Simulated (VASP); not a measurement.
# Ni (P6/mmm) in VASP: a series of runs

Runs on Ni. Level: r2SCAN. Tasks: single point.

All numbers are computed with VASP 6.6.1; they aren't measurements. Logs are shortened: lines on timing, memory, paths and dates and some standing lists are left out, and cuts for length are marked.

## 1. The cell of the first run

It takes space group P6/mmm (No. 191, hexagonal). The conventional cell has a = 3.939 Å, b = 3.939 Å, c = 2.367 Å, α = 90.00°, β = 90.00°, γ = 120.00°. Ni (site symmetry 6/mmm) has 14 Ni at 2.37 to 2.56 Å within 3.1 Å. Within 3.0 Å of Ni (site symmetry -6m2) lie 11 Ni at 2.27 to 2.56 Å.

This isn't the form of Ni at room conditions, which is fcc.

## 2. Single point, r2SCAN (10.60 Å³/atom)

POSCAR

```
Ni
1.0
    3.9392869098      0.0000000000      0.0000000000
   -1.9696434549      3.4115225367      0.0000000000
    0.0000000000      0.0000000000      2.3668448275
Ni
3
Direct
    1.0000000000      0.0000000000      0.0000000000
    0.3333333333      0.6666666667      0.5000000000
    0.6666666667      0.3333333333      0.5000000000
```

INCAR.step1

```
PREC = Accurate
ENCUT = 520
ISMEAR = -1
SIGMA = 0.1
LREAL = F
LASPH = T
NELM = 60
NBANDS = 22
GGA = PE
ALGO = Normal
EDIFF = 1E-4
LWAVE = T
LCHARG = F
```

INCAR.step2

```
PREC = Accurate
ENCUT = 520
EDIFF = 1E-6
ISMEAR = -1
SIGMA = 0.1
LREAL = F
LASPH = T
NELM = 60
ALGO = Normal
ISIF = 2
LWAVE = F
LCHARG = F
METAGGA = R2SCAN
LMIXTAU = T
NBANDS = 22
ISTART = 1
```

KPOINTS

```
Automatic mesh
0
Gamma
  10 10 15
```

Potentials or basis: VASP PAW PBE potentials, release 64 (Ni).

On the command line:

```sh
cat potpaw_PBE.64/Ni/POTCAR > POTCAR
cp INCAR.step1 INCAR
mpirun -np 1 vasp_std > vasp.out
cp INCAR.step2 INCAR
mpirun -np 1 vasp_std > vasp.out
```

OUTCAR:

```text
PREC = Accurate
   ENCUT = 520
   EDIFF = 1E-6
   ISMEAR = -1
   LREAL = F
   LASPH = T
   NELM = 60
   ISIF = 2
   METAGGA = R2SCAN
   ISTART = 1

 ion  position               nearest neighbor table
   1  0.000  0.000  0.000-   2 2.56   3 2.56   2 2.56   3 2.56   3 2.56   3 2.56   2 2.56   2 2.56
                             3 2.56   3 2.56   2 2.56   2 2.56
   2  0.333  0.667  0.500-   3 2.27   3 2.27   3 2.27   1 2.56   1 2.56   1 2.56   1 2.56   1 2.56
                             1 2.56
   3  0.667  0.333  0.500-   2 2.27   2 2.27   2 2.27   1 2.56   1 2.56   1 2.56   1 2.56   1 2.56
                             1 2.56

  LATTYP: Found a hexagonal cell.
 ALAT       =     3.9392869098
 C/A-ratio  =     0.6008307802

  Lattice vectors:

 A1 = (   3.9392869098,   0.0000000000,   0.0000000000)
 A2 = (  -1.9696434549,   3.4115225367,   0.0000000000)
 A3 = (   0.0000000000,   0.0000000000,   2.3668448275)

Analysis of symmetry for initial positions (statically):
=====================================================================
 Subroutine PRICEL returns:
 Original cell was already a primitive cell.

 Routine SETGRP: Setting up the symmetry group for a
 hexagonal supercell.

 Subroutine GETGRP returns: Found 24 space group operations
 (whereof 24 operations were pure point group operations)
 out of a pool of 24 trial point group operations.

The static configuration has the point symmetry D_6h.

Analysis of symmetry for dynamics (positions and initial velocities):
=====================================================================
 Subroutine PRICEL returns:
 Original cell was already a primitive cell.

 Routine SETGRP: Setting up the symmetry group for a
 hexagonal supercell.

 Subroutine GETGRP returns: Found 24 space group operations
 (whereof 24 operations were pure point group operations)
 out of a pool of 24 trial point group operations.

The dynamic configuration has the point symmetry D_6h.

 Subroutine INISYM returns: Found 24 space group operations
 (whereof 24 operations are pure point group operations),
 and found     1 'primitive' translations

----------------------------------------------------------------------------------------

                                     Primitive cell

  volume of cell :      31.8079

  direct lattice vectors                    reciprocal lattice vectors
     3.939286910  0.000000000  0.000000000     0.253853051  0.146562127  0.000000000
    -1.969643455  3.411522537  0.000000000     0.000000000  0.293124254  0.000000000
     0.000000000  0.000000000  2.366844828     0.000000000  0.000000000  0.422503406

  length of vectors
     3.939286910  3.939286910  2.366844828     0.293124254  0.293124254  0.422503406

  position of ions in fractional coordinates (direct lattice)
     0.000000000  0.000000000  0.000000000
     0.333333333  0.666666667  0.500000000
     0.666666667  0.333333333  0.500000000

  ion indices of the primitive-cell ions
   primitive index   ion index
                 1           1
                 2           2
                 3           3

----------------------------------------------------------------------------------------

 KPOINTS: Automatic mesh

Automatic generation of k-mesh.
 Grid dimensions read from file:
 generate k-points for:   10   10   15

 Generating k-lattice:

  Cartesian coordinates                     Fractional coordinates (reciprocal lattice)
     0.025385305  0.014656213  0.000000000     0.100000000  0.000000000  0.000000000
     0.000000000  0.029312425  0.000000000     0.000000000  0.100000000  0.000000000
     0.000000000  0.000000000  0.028166894     0.000000000  0.000000000  0.066666667

  Length of vectors
     0.029312425  0.029312425  0.028166894

  Shift w.r.t. Gamma in fractional coordinates (k-lattice)
     0.000000000  0.000000000  0.000000000

 Subroutine IBZKPT returns following result:
 ===========================================

 Found    112 irreducible k-points:

 Following reciprocal coordinates:
            Coordinates               Weight
  0.000000  0.000000  0.000000      1.000000
  0.100000 -0.000000  0.000000      6.000000
  0.200000 -0.000000  0.000000      6.000000
  0.300000  0.000000  0.000000      6.000000
  0.400000  0.000000  0.000000      6.000000
  0.500000 -0.000000  0.000000      3.000000
[... 16 lines left out ...]
  0.300000  0.100000  0.066667     24.000000
  0.400000  0.100000  0.066667     24.000000
 [... further k-points ...]
   k-points           NKPTS =    112   k-points in BZ     NKDIM =    112   number of bands    NBANDS=     22
   number of dos      NEDOS =    301   number of ions     NIONS =      3
   total plane-waves  NPLWV =  16200
   dimension x,y,z NGX =    30 NGY =   30 NGZ =   18
   dimension x,y,z NGXF=    60 NGYF=   60 NGZF=   36
   ions per type =               3
   NGX,Y,Z   is equivalent  to a cutoff of  12.66, 12.66, 12.64 a.u.
   NGXF,Y,Z  is equivalent  to a cutoff of  25.32, 25.32, 25.29 a.u.
 SYSTEM =  unknown system
   PREC   = accura    normal or accurate (medium, high low for compatibility)
   ISTART =      1    job   : 0-new  1-cont  2-samecut
   ICHARG =      0    charge: 1-file 2-atom 10-const
   ISPIN  =      1    spin polarized calculation?
   LNONCOLLINEAR =      F non collinear calculations
   LSORBIT =      F    spin-orbit coupling
   LASPH  =      T    aspherical Exc in radial PAW
   ENCUT  =  520.0 eV  38.22 Ry    6.18 a.u.   7.32  7.32  4.40*2*pi/ulx,y,z
   NELM   =     60;   NELMIN=  2; NELMDL=  0     # of ELM steps
   EDIFF  = 0.1E-05   stopping-criterion for ELM
   LREAL  =      F    real-space projection
   EDIFFG = 0.1E-04   stopping-criterion for IOM
   NSW    =      0    number of steps for IOM
   IBRION =     -1    ionic relax: 0-MD 1-quasi-New 2-CG
   NFREE  =      0    steps in history (QN), initial steepest desc. (CG)
   ISIF   =      2    stress and relaxation
   ISYM   =      2    0-nonsym 1-usesym 2-fastsym
   POTIM  = 0.5000    time-step for ionic-motion
   TEBEG  =    0.0;   TEEND  =   0.0 temperature during run
   PSTRESS=    0.0 pullay stress
   NELECT =      30.0000    total number of electrons
   NUPDOWN=      -1.0000    fix difference up-down
   EMIN   =  10.00;   EMAX   =-10.00  energy-range for DOS
   EFERMI =   0.00;   METHOD = LEGACY
   ISMEAR =    -1;   SIGMA  =   0.10  broadening in eV -4-tet -1-fermi 0-gaus
   EFERMI_NEDOS =   21; number of points for ismear=-14 and -15
   IALGO  =     38    algorithm
   IMIX   =      4    mixing-type and parameters
     AMIX     =   0.40;   BMIX     =  1.00
     AMIX_MAG =   1.60;   BMIX_MAG =  1.00
  volume/ion in A,a.u.               =      10.60        71.55
  Fermi-wavevector in a.u.,A,eV,Ry     =   1.605474  3.033907 35.069668  2.577548
  Thomas-Fermi vector in A             =   2.701815
   LORBIT       =      0    0 simple, 1 ext, 2 COOP (PROOUT), +10 PAW based schemes
   METAGGA = R2SCAN    functional components
   LHFCALC =     F    Hartree Fock is set to
   AEXX    =    0.0000 exact exchange contribution
   IVDW    =     0    specifies the selected vdW correction
   LEPSILON=     F    determine dielectric tensor
   LRPA    =     F    only Hartree local field effects (RPA)
 non-spin polarized calculation
  energy-cutoff  :      520.00
  volume of cell :       31.81
 maximum number of plane-waves:       887
 NGX is ok and might be reduce to    30
   NGX = 15   NGY = 15   NGZ =  9

 number of electron      30.0000002 magnetization

 Free energy of the ion-electron system (eV)
  ---------------------------------------------------
  ext. energy  EPLUGINS =         0.00000000
  ---------------------------------------------------
  free energy    TOTEN  =       -35.28167542 eV

  energy without entropy =      -35.04699861  energy(sigma->0) =      -35.16433702

 E-fermi :   9.3709     XC(G=0): -14.5132

 val. band max:        9.3697120057   @ k =   0.4000   0.1000   0.0667
 cond. band min:       9.3722226615   @ k =   0.4000   0.0000   0.2667
 fundamental gap:      0.0025106558
 Fermi energy:         9.3709043982

 k-point     1 :       0.0000    0.0000    0.0000
  band No.  band energies     occupation
      1       0.0183      2.00000
      2       5.2884      2.00000
      3       6.4448      2.00000
      4       6.4448      2.00000
      5       6.4755      2.00000
      6       6.4755      2.00000
[... 14 lines left out ...]
     21      18.6949      0.00000
     22      18.8364      0.00000

 k-point     2 :       0.1000   -0.0000    0.0000
  band No.  band energies     occupation
      1       0.1630      2.00000
      2       5.2922      2.00000
      3       6.0919      2.00000
      4       6.2751      2.00000
      5       6.4493      2.00000
      6       6.7808      2.00000
[... 14 lines left out ...]
     21      19.3859      0.00000
     22      19.9267      0.00000

 k-point     3 :       0.2000   -0.0000    0.0000
  band No.  band energies     occupation
      1       0.5905      2.00000
      2       5.2150      2.00000
      3       5.7176      2.00000
      4       6.1681      2.00000
      5       6.2133      2.00000
      6       6.8651      2.00000
[... 14 lines left out ...]
     21      20.7058      0.00000
     22      22.4637      0.00000

 k-point     4 :       0.3000    0.0000    0.0000
  band No.  band energies     occupation
      1       1.2788      2.00000
      2       4.9169      2.00000
      3       5.2629      2.00000
      4       6.0454      2.00000
      5       6.2508      2.00000
      6       6.7794      2.00000
[... 14 lines left out ...]
     21      22.4719      0.00000
     22      25.3382      0.00000

 k-point     5 :       0.4000    0.0000    0.0000
  band No.  band energies     occupation
      1       2.1845      2.00000
      2       4.2614      2.00000
      3       4.8083      2.00000
      4       6.1896      2.00000
      5       6.3439      2.00000
      6       6.6154      2.00000
[... 417 lines left out ...]
 k-point    22 :       0.2000    0.1000    0.0667
  band No.  band energies     occupation
      1       1.1331      2.00000
      2       5.1264      2.00000
      3       5.4891      2.00000
      4       5.9793      2.00000
      5       6.4632      2.00000
      6       6.8572      2.00000
[... 14 lines left out ...]
     21      23.0308      0.00000
     22      24.1073      0.00000

 k-point    23 :       0.3000    0.1000    0.0667
  band No.  band energies     occupation
      1       1.9222      2.00000
      2       4.7103      2.00000
      3       5.0161      2.00000
      4       6.1292      2.00000
      5       6.4106      2.00000
      6       6.7775      2.00000
[... 14 lines left out ...]
     21      25.0149      0.00000
     22      27.0054      0.00000

 k-point    24 :       0.4000    0.1000    0.0667
  band No.  band energies     occupation
      1       2.8806      2.00000
      2       3.8964      2.00000
      3       4.7599      2.00000
      4       6.3490      2.00000
      5       6.4356      2.00000
      6       6.5870      2.00000
[... 14 lines left out ...]
     21      26.0894      0.00000
     22      27.2234      0.00000

 [... further k-points ...]
[... 5 lines left out ...]
  --------------------------------------------------------------------------------------
  -------------------------------------------------------------------------------------
  Total        0.1384885      0.1384885      0.0987502      0.0000000      0.0000000      0.0000000
  in kB        6.9757132      6.9757132      4.9740838      0.0000000      0.0000000      0.0000000
  external PRESSURE =       6.3085034 kB  Pullay stress =       0.0000000 kB

 VOLUME and BASIS-vectors are now :
 -----------------------------------------------------------------------------
  energy-cutoff  :      520.00
  volume of cell :       31.81
      direct lattice vectors                 reciprocal lattice vectors
     3.939286910  0.000000000  0.000000000     0.253853051  0.146562127  0.000000000
    -1.969643455  3.411522537  0.000000000     0.000000000  0.293124254  0.000000000
     0.000000000  0.000000000  2.366844828     0.000000000  0.000000000  0.422503406

 POSITION                                       TOTAL-FORCE (eV/Angst)
 -----------------------------------------------------------------------------------
      0.00000      0.00000      0.00000         0.000000      0.000000      0.000000
     -0.00000      2.27435      1.18342         0.000000      0.000000      0.000000
      1.96964      1.13717      1.18342        -0.000000     -0.000000     -0.000000
 -----------------------------------------------------------------------------------
    total drift:                               -0.000000      0.000000      0.000000

  FREE ENERGIE OF THE ION-ELECTRON SYSTEM (eV)
  ---------------------------------------------------
  free  energy   TOTEN  =       -35.2816754247 eV

  energy  without entropy=      -35.0469986148  energy(sigma->0) =      -35.16433702
```

Run time: 4.1 min. Hardware: 1 thread of Intel Xeon Platinum 8259CL at 2.50GHz (Skylake/Cascade Lake), shared host; peak memory 0.19 GiB.

What came out:

```yaml
Free_energy: -35.2817 eV
Pressure: 0.6 GPa
Band_gap_on_the_k_mesh: zero (bands 15 and 16 overlap by 0.72 eV)
```

Stress tensor (GPa, compression positive):
```
0.70 0.00 0.00
0.00 0.70 0.00
0.00 0.00 0.50
```

Levels at points of the mesh, in eV from the Fermi level:
| k point | band 13 | band 14 | band 15 | band 16 | band 17 | band 18 | band 19 | band 20 |
| --- | --- | --- | --- | --- | --- | --- | --- | --- |
| (0.00, 0.00, 0.00) | -1.05 | -1.05 | 0.04 | 0.04 | 6.67 | 6.67 | 6.69 | 6.69 |
| (0.50, 0.00, 0.00) | -0.30 | -0.28 | -0.22 | -0.12 | 0.12 | 0.16 | 7.05 | 16.56 |

Caveat: the PAW data sets were made with another functional, which shifts forces and pressure a little; the run has no spin polarisation, though such a crystal can be magnetic. Spin polarisation is off, so any magnetic state and its effect on volume and gap are missing.

(Continued in part 2 of 2.)
